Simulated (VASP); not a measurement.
Input of a VASP 6.6.1 run:

INCAR

```
PREC     = Accurate       # precision mode
ENCUT    = 600            # plane-wave cutoff, eV
EDIFF    = 1E-7           # SCF threshold, eV
ISMEAR   = 0              # smearing method
SIGMA    = 0.1            # smearing width, eV
LREAL    = F              # projectors in reciprocal space
LASPH    = T              # aspherical terms in the spheres
NELM     = 80             # most SCF steps
ALGO     = Fast           # electronic algorithm
ISIF     = 3              # what is computed and relaxed
LWAVE    = F              # write WAVECAR
LCHARG   = F              # write CHGCAR
GGA      = PE             # functional
IVDW     = 12             # dispersion correction
IBRION   = 2              # ionic algorithm
NSW      = 80             # ionic steps
EDIFFG   = -0.01          # ionic threshold
```

File KPOINTS:

```
Automatic mesh
0
Gamma
  18 18 6
```

POSCAR

```
V
1.0
    2.6089893525      0.0000000000      0.0000000000
   -1.3044946762      2.2594510575      0.0000000000
    0.0000000000      0.0000000000      8.9707748943
V
4
Direct
    0.0000000000      0.0000000000      0.0000000000
    0.3333333333      0.6666666667      0.2500000000
    0.0000000000      0.0000000000      0.5000000000
    0.6666666667      0.3333333333      0.7500000000
```

Potentials or basis: VASP PAW PBE potentials, release 64 (V_sv).

The run is started by

```console
$ cat potpaw_PBE.64/V_sv/POTCAR > POTCAR
$ mpirun -np 1 vasp_std > vasp.out
```

Task: Predict the band gap on the k mesh.

Result: Zero (bands 26 and 27 overlap by 1.11 eV).

Task: Estimate the relaxed cell.

Result: a = 2.595 Å, b = 2.595 Å, c = 9.092 Å, α = 90.00°, β = 90.00°, γ = 120.00°.

Final structure:
```xyz
4
Lattice="2.5945 0.0000 0.0000 -1.2973 2.2469 0.0000 0.0000 0.0000 9.0923" Properties=species:S:1:pos:R:3 pbc="T T T"
V     0.0000    0.0000    0.0000
V     0.0000    1.4979    2.2731
V     0.0000    0.0000    4.5461
V     1.2973    0.7490    6.8192
```
